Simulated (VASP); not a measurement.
# ZrS2 (P-3m1) in VASP: settings compared, part 2 of 2

VASP 6.6.1. The steps go on from the part before.

### 4 Single point, LDA

INCAR reads:

```
ALGO = Normal
EDIFF = 1E-6
ENCUT = 500
GGA_COMPAT = False
ISIF = 2
ISMEAR = 0
LASPH = True
LCHARG = False
LREAL = False
LWAVE = False
NBANDS = 19
NELM = 120
PREC = Accurate
SIGMA = 0.01
```

KPOINTS reads:

```
k-points
0
Gamma
  6 6 2
```

POSCAR reads:

```
ZrS2
1.0
    3.6743990845      0.0000000000      0.0000000000
   -1.8371995423      3.1821229508      0.0000000000
    0.0000000000      0.0000000000      5.8568562691
Zr S
1 2
Direct
    0.0000000000      0.0000000000      0.0000000000
    0.3333333333      0.6666666667      0.2462324601
    0.6666666667      0.3333333333      0.7537675399
```

Potentials or basis: VASP PAW LDA potentials, release 64 (Zr_sv, S).

Started as:

```sh
$ cat potpaw_LDA.64/Zr_sv/POTCAR potpaw_LDA.64/S/POTCAR > POTCAR
$ mpirun -np 1 vasp_std > vasp.out
```

Wall time 7.8 s (1 thread of Intel Xeon Platinum 8559C (Emerald Rapids), shared host); peak memory 0.16 GiB.

Results (log left out):

```yaml
Free_energy: -23.3330 eV
Pressure: -3.9 GPa
Largest_force: 0.272 eV/Å
Band_gap_on_the_k_mesh: 0.76 eV, indirect (least direct gap 1.38 eV)
```

Forces on the atoms (eV/Å):
```
Zr   0.000  0.000  0.000
S    0.000  0.000 -0.272
S    0.000  0.000  0.272
```

Stress tensor (GPa, compression positive):
```
-4.33  0.00  0.00
 0.00 -4.33  0.00
 0.00  0.00 -2.94
```

Levels at points of the mesh, in eV from the valence-band top:
```
           k point  band 8  band 9  band 10  band 11  band 12  band 13  band 14  band 15  band 16  band 17
(0.00, 0.00, 0.00)   -2.90   -2.90    -0.16    -0.16     0.00     1.38     1.38     2.18     4.81     4.81
(0.50, 0.00, 0.00)   -2.65   -2.57    -2.56    -1.93    -1.32     0.95     3.08     3.36     5.65     5.76
(0.00, 0.00, 0.50)   -2.86   -2.86    -1.91    -0.31    -0.31     1.34     1.34     2.53     5.23     5.23
(0.50, 0.00, 0.50)   -3.34   -2.72    -2.35    -1.03    -0.80     0.76     3.07     3.36     5.11     5.50
```

Caveat: the k points lie up to 0.54 Å⁻¹ apart. Expect the measured gap to be larger: semilocal functionals such as LDA lack the derivative discontinuity.

### 5 Single point, r2SCAN

POSCAR is that of step 4.

INCAR.step1 reads:

```
PREC = Accurate
ENCUT = 550
ISMEAR = 0
SIGMA = 0.01
LREAL = False
LASPH = True
NELM = 120
NBANDS = 19
GGA = PE
ALGO = Normal
EDIFF = 1E-5
LWAVE = True
LCHARG = False
GGA_COMPAT = False
```

INCAR.step2 reads:

```
PREC = Accurate
ENCUT = 550
EDIFF = 1E-6
ISMEAR = 0
SIGMA = 0.01
LREAL = False
LASPH = True
NELM = 120
ALGO = Normal
ISIF = 2
LWAVE = False
LCHARG = False
METAGGA = R2SCAN
LMIXTAU = True
NBANDS = 19
ISTART = 1
GGA_COMPAT = False
```

KPOINTS reads:

```
Automatic mesh
0
Gamma
  6 6 2
```

Potentials or basis: VASP PAW PBE potentials, release 64 (Zr_sv, S).

Started as:

```sh
$ cat potpaw_PBE.64/Zr_sv/POTCAR potpaw_PBE.64/S/POTCAR > POTCAR
$ cp INCAR.step1 INCAR
$ mpirun -np 1 vasp_std > vasp.out
$ cp INCAR.step2 INCAR
$ mpirun -np 1 vasp_std > vasp.out
```

Run time: 48 s. Hardware: 1 thread of Intel Xeon Platinum 8559C (Emerald Rapids), shared host; peak memory 0.19 GiB.

The run converged. Its results:

| Item | Value |
| --- | --- |
| Free energy | -44.1394 eV |
| Pressure | 1.0 GPa |
| Largest force | 0.047 eV/Å |
| Band gap on the k mesh | 1.19 eV, indirect (least direct gap 1.81 eV) |

Forces on the atoms (eV/Å):
```
Zr   0.000  0.000  0.000
S    0.000  0.000 -0.047
S    0.000  0.000  0.047
```

Levels at points of the mesh, in eV from the valence-band top:
| k point | band 8 | band 9 | band 10 | band 11 | band 12 | band 13 | band 14 | band 15 | band 16 | band 17 |
| --- | --- | --- | --- | --- | --- | --- | --- | --- | --- | --- |
| (0.00, 0.00, 0.00) | -3.00 | -3.00 | -0.19 | -0.19 | 0.00 | 1.81 | 1.81 | 2.67 | 5.18 | 5.18 |
| (0.50, 0.00, 0.00) | -2.70 | -2.65 | -2.56 | -1.95 | -1.38 | 1.36 | 3.56 | 3.86 | 6.01 | 6.26 |
| (0.00, 0.00, 0.50) | -2.96 | -2.96 | -1.87 | -0.34 | -0.34 | 1.77 | 1.77 | 3.05 | 5.59 | 5.59 |
| (0.50, 0.00, 0.50) | -3.38 | -2.82 | -2.38 | -1.09 | -0.84 | 1.19 | 3.54 | 3.86 | 5.49 | 6.21 |

Caveat: the k points lie up to 0.54 Å⁻¹ apart; the PAW data sets were made with another functional, which shifts forces and pressure a little. r2SCAN opens gaps a little over a GGA but as a rule still falls short of measured ones.

### 6 Single point, PBE

INCAR reads:

```
PREC = Accurate
ENCUT = 500
EDIFF = 1E-6
ISMEAR = 0
SIGMA = 0.01
LREAL = False
LASPH = True
NELM = 120
ALGO = Normal
ISIF = 2
LWAVE = False
LCHARG = True
GGA = PE
LELF = True
LVHAR = True
NBANDS = 19
GGA_COMPAT = False
```

KPOINTS reads:

```
regular mesh
0
Gamma
  6 6 4
```

POSCAR is that of step 5.

Potentials or basis: VASP PAW PBE potentials, release 64 (Zr_sv, S).

Started as:

```sh
$ cat potpaw_PBE.64/Zr_sv/POTCAR potpaw_PBE.64/S/POTCAR > POTCAR
$ mpirun -np 1 vasp_std > vasp.out
```

OUTCAR:

```text
PREC = Accurate
   ENCUT = 500
   EDIFF = 1E-6
   ISMEAR = 0
   LREAL = False
   LASPH = True
   NELM = 120
   ISIF = 2
   GGA = PE

 ion  position               nearest neighbor table
   1  0.000  0.000  0.000-   2 2.57   3 2.57   3 2.57   2 2.57   3 2.57   2 2.57
   2  0.333  0.667  0.246-   1 2.57   1 2.57   1 2.57
   3  0.667  0.333  0.754-   1 2.57   1 2.57   1 2.57

  LATTYP: Found a hexagonal cell.
 ALAT       =     3.6743990845
 C/A-ratio  =     1.5939630221

  Lattice vectors:

 A1 = (   3.6743990845,   0.0000000000,   0.0000000000)
 A2 = (  -1.8371995423,   3.1821229508,   0.0000000000)
 A3 = (   0.0000000000,   0.0000000000,   5.8568562691)

Analysis of symmetry for initial positions (statically):
=====================================================================
 Subroutine PRICEL returns:
 Original cell was already a primitive cell.

 Routine SETGRP: Setting up the symmetry group for a
 hexagonal supercell.

[... 163 lines left out ...]
  ---------------------------------------------------
  free energy    TOTEN  =       -21.39752977 eV

  energy without entropy =      -21.39752977  energy(sigma->0) =      -21.39752977

 E-fermi :   4.8112     XC(G=0):  -9.5612

 val. band max:        4.6501946866   @ k =   0.0000   0.0000   0.0000
 cond. band min:       5.5340393453   @ k =   0.5000   0.0000   0.5000
 fundamental gap:      0.8838446587
 Fermi energy:         4.8111926096

 k-point     1 :       0.0000    0.0000    0.0000
  band No.  band energies     occupation
      1     -44.4095      2.00000
      2     -22.4750      2.00000
      3     -22.3186      2.00000
      4     -22.3186      2.00000
      5      -8.1021      2.00000
      6      -6.6028      2.00000
[... 505 lines left out ...]
      6      -6.8083      2.00000
[... 11 lines left out ...]
     18      12.8285      0.00000
     19      13.2523      0.00000

------------------------ aborting loop because EDIFF is reached ----------------------------------------

  FORCE on cell =-STRESS in cart. coord.  units (eV):
  Direction    XX          YY          ZZ          XY          YZ          ZX
  --------------------------------------------------------------------------------------
  -------------------------------------------------------------------------------------
  Total        0.4463324      0.4463324      0.8349889     -0.0000000      0.0000000     -0.0000000
  in kB       10.4424208     10.4424208     19.5354511     -0.0000000      0.0000000     -0.0000000
  external PRESSURE =      13.4734309 kB  Pullay stress =       0.0000000 kB

 VOLUME and BASIS-vectors are now :
 -----------------------------------------------------------------------------
  energy-cutoff  :      500.00
  volume of cell :       68.48
      direct lattice vectors                 reciprocal lattice vectors
     3.674399085  0.000000000  0.000000000     0.272153345  0.157127807  0.000000000
    -1.837199542  3.182122951  0.000000000     0.000000000  0.314255613  0.000000000
     0.000000000  0.000000000  5.856856269     0.000000000  0.000000000  0.170740062

 POSITION                                       TOTAL-FORCE (eV/Angst)
 -----------------------------------------------------------------------------------
      0.00000      0.00000      0.00000        -0.000000      0.000000      0.000000
     -0.00000      2.12142      1.44215         0.000000      0.000000      0.037742
      1.83720      1.06071      4.41471        -0.000000     -0.000000     -0.037742
 -----------------------------------------------------------------------------------
    total drift:                                0.000000     -0.000000     -0.000000

  FREE ENERGIE OF THE ION-ELECTRON SYSTEM (eV)
  ---------------------------------------------------
  free  energy   TOTEN  =       -21.3975297748 eV

  energy  without entropy=      -21.3975297748  energy(sigma->0) =      -21.39752977
```

stdout:

```text
POSCAR found type information on POSCAR ZrS
 POSCAR found :  2 types and       3 ions
 scaLAPACK will be used
 LDA part: xc-table for (Slater+PW92), standard interpolation
 POSCAR, INCAR and KPOINTS ok, starting setup
 FFT: planning ... GRIDC
 FFT: planning ... GRID_SOFT
 FFT: planning ... GRID
 WAVECAR not read
 entering main loop
```

Wall time 18 s (1 thread of Intel Xeon Platinum 8559C (Emerald Rapids), shared host); peak memory 0.19 GiB.

What came out:

* Free energy: -21.3975 eV
* Pressure: 1.3 GPa
* Largest force: 0.038 eV/Å
* Band gap on the k mesh: 0.88 eV, indirect (least direct gap 1.50 eV)

Forces in eV/Å, atoms in the order of the input:
```
Zr   0.000  0.000  0.000
S    0.000  0.000  0.038
S    0.000  0.000 -0.038
```

Stress tensor (GPa, compression positive):
```
1.04 0.00 0.00
0.00 1.04 0.00
0.00 0.00 1.95
```

Caveat: this functional lacks dispersion, which binds the layers, so the pressure and a relaxed spacing across them are unreliable.

### 7 Summary

```csv
level,potentials or basis,k mesh,cutoff (eV),gap on the mesh (eV),pressure (GPa),largest force (eV/Å)
PBE,"VASP PAW PBE potentials, release 64 (Zr_sv, S)",6 × 6 × 2,500,0.88,1.4,0.03
LDA,"VASP PAW LDA potentials, release 64 (Zr_sv, S)",6 × 6 × 2,500,0.76,-3.9,0.27
r2SCAN,"VASP PAW PBE potentials, release 64 (Zr_sv, S)",6 × 6 × 2,550,1.19,1.0,0.05
PBE,"VASP PAW PBE potentials, release 64 (Zr_sv, S)",6 × 6 × 4,500,0.88,1.3,0.04
```

Alike in all rows: task single point; no spin polarisation; cell as given; smearing gaussian 0.01 eV.

Caveats: some runs use coarse meshes; this functional lacks dispersion, which binds the layers, so the pressure and a relaxed spacing across them are unreliable (some runs); the PAW data sets were made with another functional, which shifts forces and pressure a little (some runs).

Absolute energies hang on the potentials; compare differences alone.
